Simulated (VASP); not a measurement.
# InSb (I-4m2) in VASP: further runs

InSb is run at these levels: PBEsol; tasks: single point.

Everything below comes from runs of VASP 6.6.1. Logs are shortened: lines on timing, memory, paths and dates and some standing lists are left out, and cuts for length are marked.

### Step 1. The cell of the first run

Symmetry: I-4m2, No. 119, tetragonal system. The conventional cell has a = 4.581 Å, b = 4.581 Å, c = 6.543 Å, α = 90.00°, β = 90.00°, γ = 90.00°. In (site symmetry -4m2) has 4 Sb at 2.81 Å within 3.7 Å. Within 3.7 Å of Sb (site symmetry -4m2) lie 4 In at 2.81 Å.

### Step 2. Single point, PBEsol (strain +0.0100 x Voigt [0, 0, 1, 0, 0, 0])

INCAR

```
  PREC = Accurate
  ENCUT = 520
  EDIFF = 1E-6
  ISMEAR = 0
  SIGMA = 0.15
  LREAL = F
  LASPH = T
  NELM = 100
  ALGO = Normal
  ISIF = 2
  LWAVE = F
  LCHARG = T
  GGA = PS
  LELF = T
  LVHAR = T
  NBANDS = 16
```

KPOINTS

```
Automatic mesh
0
Gamma
  12 12 12
```

POSCAR

```
InSb
1.0
    0.0000000000      3.2391000000      3.2714910000
    3.2391000000      0.0000000000      3.2714910000
    3.2391000000      3.2391000000      0.0000000000
In Sb
1 1
Direct
    0.0000000000      0.0000000000      0.0000000000
    0.7500000000      0.7500000000      0.7500000000
```

Potentials or basis: VASP PAW PBE potentials, release 64 (In_d, Sb).

Run with:

```
cat potpaw_PBE.64/In_d/POTCAR potpaw_PBE.64/Sb/POTCAR > POTCAR
mpirun -np 1 vasp_std > vasp.out
```

OUTCAR:

```text
PREC = Accurate
   ENCUT = 520
   EDIFF = 1E-6
   ISMEAR = 0
   LREAL = F
   LASPH = T
   NELM = 100
   ISIF = 2
   GGA = PS

 ion  position               nearest neighbor table
   1  0.000  0.000  0.000-   2 2.81   2 2.81   2 2.81   2 2.81
   2  0.750  0.750  0.750-   1 2.81   1 2.81   1 2.81   1 2.81

  LATTYP: Found a body centered tetragonal cell.
 ALAT       =     4.5807791499
 C/A-ratio  =     1.4283556980

  Lattice vectors:

 A1 = (  -3.2391000000,   0.0000000000,   3.2714910000)
 A2 = (   3.2391000000,   0.0000000000,   3.2714910000)
 A3 = (   0.0000000000,   3.2391000000,  -3.2714910000)

Analysis of symmetry for initial positions (statically):
=====================================================================
 Subroutine PRICEL returns:
 Original cell was already a primitive cell.

 Routine SETGRP: Setting up the symmetry group for a
 body centered tetragonal supercell.

 Subroutine GETGRP returns: Found  8 space group operations
 (whereof  8 operations were pure point group operations)
 out of a pool of 16 trial point group operations.

The static configuration has the point symmetry D_2d.

Analysis of symmetry for dynamics (positions and initial velocities):
=====================================================================
 Subroutine PRICEL returns:
 Original cell was already a primitive cell.

 Routine SETGRP: Setting up the symmetry group for a
 body centered tetragonal supercell.

 Subroutine GETGRP returns: Found  8 space group operations
 (whereof  8 operations were pure point group operations)
 out of a pool of 16 trial point group operations.

The dynamic configuration has the point symmetry D_2d.

 Subroutine INISYM returns: Found  8 space group operations
 (whereof  8 operations are pure point group operations),
 and found     1 'primitive' translations

----------------------------------------------------------------------------------------

                                     Primitive cell

  volume of cell :      68.6475

  direct lattice vectors                    reciprocal lattice vectors
     0.000000000  3.239100000  3.271491000    -0.154363867  0.154363867  0.152835511
     3.239100000  0.000000000  3.271491000     0.154363867 -0.154363867  0.152835511
     3.239100000  3.239100000  0.000000000     0.154363867  0.154363867 -0.152835511

  length of vectors
     4.603740020  4.603740020  4.580779150     0.266486585  0.266486585  0.266486585

  position of ions in fractional coordinates (direct lattice)
     0.000000000  0.000000000  0.000000000
     0.750000000  0.750000000  0.750000000

  ion indices of the primitive-cell ions
   primitive index   ion index
                 1           1
                 2           2

----------------------------------------------------------------------------------------

 KPOINTS: Automatic mesh

Automatic generation of k-mesh.
 Grid dimensions read from file:
 generate k-points for:   12   12   12

 Generating k-lattice:

  Cartesian coordinates                     Fractional coordinates (reciprocal lattice)
    -0.012863656  0.012863656  0.012736293     0.083333333  0.000000000  0.000000000
     0.012863656 -0.012863656  0.012736293     0.000000000  0.083333333  0.000000000
     0.012863656  0.012863656 -0.012736293     0.000000000  0.000000000  0.083333333

  Length of vectors
     0.022207215  0.022207215  0.022207215

  Shift w.r.t. Gamma in fractional coordinates (k-lattice)
     0.000000000  0.000000000  0.000000000

 Subroutine IBZKPT returns following result:
 ===========================================

 Found    163 irreducible k-points:

 Following reciprocal coordinates:
            Coordinates               Weight
  0.000000  0.000000  0.000000      1.000000
  0.083333 -0.000000  0.000000      8.000000
  0.166667 -0.000000  0.000000      8.000000
  0.250000 -0.000000  0.000000      8.000000
  0.333333 -0.000000  0.000000      8.000000
  0.416667  0.000000  0.000000      8.000000
[... 16 lines left out ...]
  0.500000  0.166667  0.000000      8.000000
 -0.416667  0.166667  0.000000      8.000000
 [... further k-points ...]
   k-points           NKPTS =    163   k-points in BZ     NKDIM =    163   number of bands    NBANDS=     16
   number of dos      NEDOS =    301   number of ions     NIONS =      2
   total plane-waves  NPLWV =  46656
   dimension x,y,z NGX =    36 NGY =   36 NGZ =   36
   dimension x,y,z NGXF=    72 NGYF=   72 NGZF=   72
   ions per type =               1   1
   NGX,Y,Z   is equivalent  to a cutoff of  13.00, 13.00, 13.07 a.u.
   NGXF,Y,Z  is equivalent  to a cutoff of  26.00, 26.00, 26.13 a.u.
 SYSTEM =  unknown system
   PREC   = accura    normal or accurate (medium, high low for compatibility)
   ISTART =      0    job   : 0-new  1-cont  2-samecut
   ICHARG =      2    charge: 1-file 2-atom 10-const
   ISPIN  =      1    spin polarized calculation?
   LNONCOLLINEAR =      F non collinear calculations
   LSORBIT =      F    spin-orbit coupling
   LASPH  =      T    aspherical Exc in radial PAW
   ENCUT  =  520.0 eV  38.22 Ry    6.18 a.u.   8.56  8.56  8.52*2*pi/ulx,y,z
   NELM   =    100;   NELMIN=  2; NELMDL= -5     # of ELM steps
   EDIFF  = 0.1E-05   stopping-criterion for ELM
   LREAL  =      F    real-space projection
   EDIFFG = 0.1E-04   stopping-criterion for IOM
   NSW    =      0    number of steps for IOM
   IBRION =     -1    ionic relax: 0-MD 1-quasi-New 2-CG
   NFREE  =      0    steps in history (QN), initial steepest desc. (CG)
   ISIF   =      2    stress and relaxation
   ISYM   =      2    0-nonsym 1-usesym 2-fastsym
   POTIM  = 0.5000    time-step for ionic-motion
   TEBEG  =    0.0;   TEEND  =   0.0 temperature during run
   PSTRESS=    0.0 pullay stress
   NELECT =      18.0000    total number of electrons
   NUPDOWN=      -1.0000    fix difference up-down
   EMIN   =  10.00;   EMAX   =-10.00  energy-range for DOS
   EFERMI =   0.00;   METHOD = LEGACY
   ISMEAR =     0;   SIGMA  =   0.15  broadening in eV -4-tet -1-fermi 0-gaus
   EFERMI_NEDOS =   21; number of points for ismear=-14 and -15
   IALGO  =     38    algorithm
   IMIX   =      4    mixing-type and parameters
     AMIX     =   0.40;   BMIX     =  1.00
     AMIX_MAG =   1.60;   BMIX_MAG =  1.00
  volume/ion in A,a.u.               =      34.32       231.63
  Fermi-wavevector in a.u.,A,eV,Ry     =   1.047830  1.980112 14.938487  1.097948
  Thomas-Fermi vector in A             =   2.182727
   LORBIT       =      0    0 simple, 1 ext, 2 COOP (PROOUT), +10 PAW based schemes
   GGA     = PS    functional components
   LHFCALC =     F    Hartree Fock is set to
   AEXX    =    0.0000 exact exchange contribution
   IVDW    =     0    specifies the selected vdW correction
   LEPSILON=     F    determine dielectric tensor
   LRPA    =     F    only Hartree local field effects (RPA)
 non-spin polarized calculation
 Gauss-broadening in eV      SIGMA  =   0.15
  energy-cutoff  :      520.00
  volume of cell :       68.65
 maximum number of plane-waves:      1869
 NGX is ok and might be reduce to    36
   NGX = 17   NGY = 17   NGZ = 17

 number of electron      17.9999993 magnetization

 Free energy of the ion-electron system (eV)
  ---------------------------------------------------
  ext. energy  EPLUGINS =         0.00000000
  ---------------------------------------------------
  free energy    TOTEN  =        -7.69954672 eV

  energy without entropy =       -7.69929454  energy(sigma->0) =       -7.69942063

 E-fermi :   4.9771     XC(G=0):  -8.8287

 val. band max:        4.8776056843   @ k =   0.0000   0.0000   0.0000
 cond. band min:       5.3149179289   @ k =   0.5000  -0.0000   0.0000
 fundamental gap:      0.4373122446
 Fermi energy:         4.9771211594

 k-point     1 :       0.0000    0.0000    0.0000
  band No.  band energies     occupation
      1      -9.6603      2.00000
      2      -9.6583      2.00000
      3      -9.6583      2.00000
      4      -9.5756      2.00000
      5      -9.5744      2.00000
      6      -5.8275      2.00000
[... 8 lines left out ...]
     15      13.0492      0.00000
     16      13.2015      0.00000

 k-point     2 :       0.0833   -0.0000    0.0000
  band No.  band energies     occupation
      1      -9.6624      2.00000
      2      -9.6580      2.00000
      3      -9.6568      2.00000
      4      -9.5758      2.00000
      5      -9.5745      2.00000
      6      -5.7646      2.00000
[... 8 lines left out ...]
     15      12.5096      0.00000
     16      12.6290      0.00000

 k-point     3 :       0.1667   -0.0000    0.0000
  band No.  band energies     occupation
      1      -9.6711      2.00000
      2      -9.6542      2.00000
      3      -9.6530      2.00000
      4      -9.5761      2.00000
      5      -9.5746      2.00000
      6      -5.5810      2.00000
[... 8 lines left out ...]
     15      12.0935      0.00000
     16      12.1736      0.00000

 k-point     4 :       0.2500   -0.0000    0.0000
  band No.  band energies     occupation
      1      -9.6829      2.00000
      2      -9.6493      2.00000
      3      -9.6481      2.00000
      4      -9.5760      2.00000
      5      -9.5744      2.00000
      6      -5.2938      2.00000
[... 8 lines left out ...]
     15      12.0897      0.00000
     16      12.1216      0.00000
[... 324 lines left out ...]
 k-point    22 :       0.4167    0.1667    0.0000
  band No.  band energies     occupation
      1      -9.7080      2.00000
      2      -9.6378      2.00000
      3      -9.6345      2.00000
      4      -9.5795      2.00000
      5      -9.5722      2.00000
      6      -4.6413      2.00000
[... 8 lines left out ...]
     15      13.3400      0.00000
     16      14.0380      0.00000

 k-point    23 :       0.5000    0.1667    0.0000
  band No.  band energies     occupation
      1      -9.7120      2.00000
      2      -9.6369      2.00000
      3      -9.6332      2.00000
      4      -9.5776      2.00000
      5      -9.5732      2.00000
      6      -4.3711      2.00000
[... 8 lines left out ...]
     15      13.7251      0.00000
     16      14.0659      0.00000

 k-point    24 :      -0.4167    0.1667    0.0000
  band No.  band energies     occupation
      1      -9.7116      2.00000
      2      -9.6370      2.00000
      3      -9.6341      2.00000
      4      -9.5754      2.00000
      5      -9.5750      2.00000
      6      -4.3253      2.00000
[... 8 lines left out ...]
     15      13.0500      0.00000
     16      13.2909      0.00000

 [... further k-points ...]

------------------------ aborting loop because EDIFF is reached ----------------------------------------

  FORCE on cell =-STRESS in cart. coord.  units (eV):
  Direction    XX          YY          ZZ          XY          YZ          ZX
  --------------------------------------------------------------------------------------
  -------------------------------------------------------------------------------------
  Total        0.2125225      0.2125225      0.0926198      0.0000000      0.0000000      0.0000000
  in kB        4.9601081      4.9601081      2.1616733      0.0000000      0.0000000      0.0000000
  external PRESSURE =       4.0272965 kB  Pullay stress =       0.0000000 kB

 VOLUME and BASIS-vectors are now :
 -----------------------------------------------------------------------------
  energy-cutoff  :      520.00
  volume of cell :       68.65
      direct lattice vectors                 reciprocal lattice vectors
     0.000000000  3.239100000  3.271491000    -0.154363867  0.154363867  0.152835511
     3.239100000  0.000000000  3.271491000     0.154363867 -0.154363867  0.152835511
     3.239100000  3.239100000  0.000000000     0.154363867  0.154363867 -0.152835511

 POSITION                                       TOTAL-FORCE (eV/Angst)
 -----------------------------------------------------------------------------------
      0.00000      0.00000      0.00000        -0.000000     -0.000000      0.000000
      4.85865      4.85865      4.90724         0.000000      0.000000      0.000000
 -----------------------------------------------------------------------------------
    total drift:                               -0.000000     -0.000000      0.000000

  FREE ENERGIE OF THE ION-ELECTRON SYSTEM (eV)
  ---------------------------------------------------
  free  energy   TOTEN  =        -7.6995467210 eV

  energy  without entropy=       -7.6992945384  energy(sigma->0) =       -7.69942063
```

Run time: 4.2 min. Hardware: 1 thread of Intel Xeon 8259CL, shared host; peak memory 0.34 GiB.

What came out:

| Item | Value |
| --- | --- |
| Free energy | -7.6995 eV |
| Pressure | 0.4 GPa |
| Band gap on the k mesh | zero (filled and empty bands touch) |

Stress tensor (GPa, compression positive):
```
0.50 0.00 0.00
0.00 0.50 0.00
0.00 0.00 0.22
```

Levels at points of the mesh, in eV from the Fermi level:
```csv
k point,band 6,band 7,band 8,band 9,band 10,band 11,band 12,band 13
"(0.00, 0.00, 0.00)",-10.80,-0.43,-0.15,-0.10,-0.10,2.81,2.81,2.83
"(0.50, 0.00, 0.00)",-9.45,-5.73,-1.15,-1.08,0.34,3.64,3.68,5.85
"(0.50, 0.50, 0.00)",-8.87,-6.05,-2.33,-2.33,1.19,1.20,7.95,7.95
"(0.50, 0.00, 0.50)",-8.84,-6.01,-2.38,-2.38,1.13,1.14,7.93,7.97
```

Caveat: the cell differs from its parent crystal (strain +0.0100 x Voigt [0, 0, 1, 0, 0, 0]); semilocal functionals underestimate gaps, and a narrow one can read as zero; the PAW data sets were made with another functional, which shifts forces and pressure a little; spin-orbit coupling is left out, which moves the levels of the heavy elements.

### Step 3. Single point, PBEsol (strain +0.0200 x Voigt [0, 0, 1, 0, 0, 0])

INCAR

```
ALGO = Normal
EDIFF = 1E-6
ENCUT = 520
GGA = PS
ISIF = 2
ISMEAR = 0
LASPH = True
LCHARG = True
LELF = True
LREAL = False
LVHAR = True
LWAVE = False
NBANDS = 16
NELM = 60
PREC = Accurate
SIGMA = 0.15
```

KPOINTS

```
k-points
0
Gamma
  12 12 12
```

POSCAR

```
InSb
1.0
    0.0000000000      3.2391000000      3.3038820000
    3.2391000000      0.0000000000      3.3038820000
    3.2391000000      3.2391000000      0.0000000000
In Sb
1 1
Direct
    0.0000000000      0.0000000000      0.0000000000
    0.7500000000      0.7500000000      0.7500000000
```

Potentials or basis: VASP PAW PBE potentials, release 64 (In_d, Sb).

Run with:

```
cat potpaw_PBE.64/In_d/POTCAR potpaw_PBE.64/Sb/POTCAR > POTCAR
mpirun -np 1 vasp_std > vasp.out
```

Wall time 3.6 min (1 thread of Intel Xeon 8259CL, shared host); peak memory 0.34 GiB.

Results (log left out):

```
Free energy            : -7.6993 eV
Pressure               : 0.0 GPa
Band gap on the k mesh : zero (filled and empty bands touch)
```

Stress tensor (GPa, compression positive):
```
 0.16  0.00  0.00
 0.00  0.16  0.00
 0.00  0.00 -0.41
```

Levels at points of the mesh, in eV from the Fermi level:
| k point | band 5 | band 6 | band 7 | band 8 | band 9 | band 10 | band 11 | band 12 | band 13 | band 14 |
| --- | --- | --- | --- | --- | --- | --- | --- | --- | --- | --- |
| (0.00, 0.00, 0.00) | -14.54 | -10.75 | -0.50 | -0.19 | -0.09 | -0.09 | 2.80 | 2.80 | 2.84 | 5.42 |
| (0.50, 0.00, 0.00) | -14.54 | -9.43 | -5.69 | -1.17 | -1.04 | 0.31 | 3.61 | 3.70 | 5.85 | 7.93 |
| (0.50, 0.50, 0.00) | -14.54 | -8.87 | -6.05 | -2.27 | -2.27 | 1.23 | 1.25 | 7.87 | 7.87 | 8.38 |
| (0.50, 0.00, 0.50) | -14.53 | -8.82 | -5.96 | -2.38 | -2.37 | 1.10 | 1.14 | 7.83 | 7.91 | 8.48 |

Caveat: the cell differs from its parent crystal (strain +0.0200 x Voigt [0, 0, 1, 0, 0, 0]); semilocal functionals underestimate gaps, and a narrow one can read as zero; the PAW data sets were made with another functional, which shifts forces and pressure a little; spin-orbit coupling is left out, which moves the levels of the heavy elements.

The gap in the log of VASP goes by the Fermi energy; the results here count the filled bands.